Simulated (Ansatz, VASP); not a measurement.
This is a calculation of Ni for VASP 6.6.1.

The input INCAR:

```
SYSTEM = Ni
  PREC = Accurate
  ENCUT = 590
  EDIFF = 1E-6
  ISMEAR = 0
  SIGMA = 0.1
  LREAL = .FALSE.
  LASPH = .TRUE.
  NELM = 200
  ALGO = Normal
  ISIF = 2
  LWAVE = .FALSE.
  LCHARG = .TRUE.
  ISPIN = 2
  MAGMOM = 1 1
  LORBIT = 11
  LMAXMIX = 4
  GGA = CA
  LELF = .TRUE.
  LVHAR = .TRUE.
  NBANDS = 29
  GGA_COMPAT = .FALSE.
```

File KPOINTS:

```
regular mesh
0
G
  12 12 7
  0 0 0
```

POSCAR

```
Ni
1.0
    2.4480228978      0.0000000000      0.0000000000
   -1.2240114489      2.1200500186      0.0000000000
    0.0000000000      0.0000000000      4.0728075700
Ni
2
Direct
    0.6666666667      0.3333333333      0.7500000000
    0.3333333333      0.6666666667      0.2500000000
```

Potentials or basis: VASP PAW LDA potentials, release 64 (Ni_sv_GW).

The run is started by

```bash
$ cat potpaw_LDA.64/Ni_sv_GW/POTCAR > POTCAR
$ mpirun -np 1 vasp_std > vasp.out
```

Set up the same calculation for Ansatz 0.2.0. Potentials there: Ansatz PAW.

As run (the cutoff follows the program's own potentials):

input.yaml

```yaml
crystal:
  lattice:
    - [2.4480228978, 0.0, 0.0]
    - [-1.2240114489, 2.1200500186, 0.0]
    - [0.0, 0.0, 4.07280757]
  atoms:
    - { symbol: Ni, position: [0.6666666667, 0.3333333333, 0.75], spin: 1.0 }
    - { symbol: Ni, position: [0.3333333333, 0.6666666667, 0.25], spin: 1.0 }
hamiltonian:
  xc: lda
  pseudopotentials: { kind: paw }
magnetization:
  spin_polarized: true
kpoints:
  mp_grid: { grid: [12, 12, 7] }
scf:
  occupations: { method: gaussian, width: 0.1 }
output:
  forces: true
  stress: true
  eigenvalues: true
```

Potentials or basis: Ansatz PAW.

The run is started by

```bash
$ ansatz run input.yaml --threads 1 --pin off --max-ram 3584MiB --backend cpu --events-out ev --progress --plain --runs-dir out
```

Both were run:

|  | VASP | Ansatz | Ansatz less VASP |
| --- | --- | --- | --- |
| gap on the k mesh at the Fermi level (eV) | none | none | - |
| pressure (GPa) | -14.8 | -10.9 | +3.84 |
| traceless stress, the component that is largest in VASP (GPa) | -2.24 | -2.36 | -0.116 |
| net moment per atom (μB) | 0.60 | 0.62 | +0.023 |
| size of the moment on the site where the two differ most (μB) | 0.63 | 0.65 | +0.025 |

LDA's correlation is that of Perdew and Zunger in VASP and of Perdew and Wang (1992) in Ansatz. Site moments also hang on the region over which each program counts them. A gap of «none» marks a metal or a gap that the smearing closes.
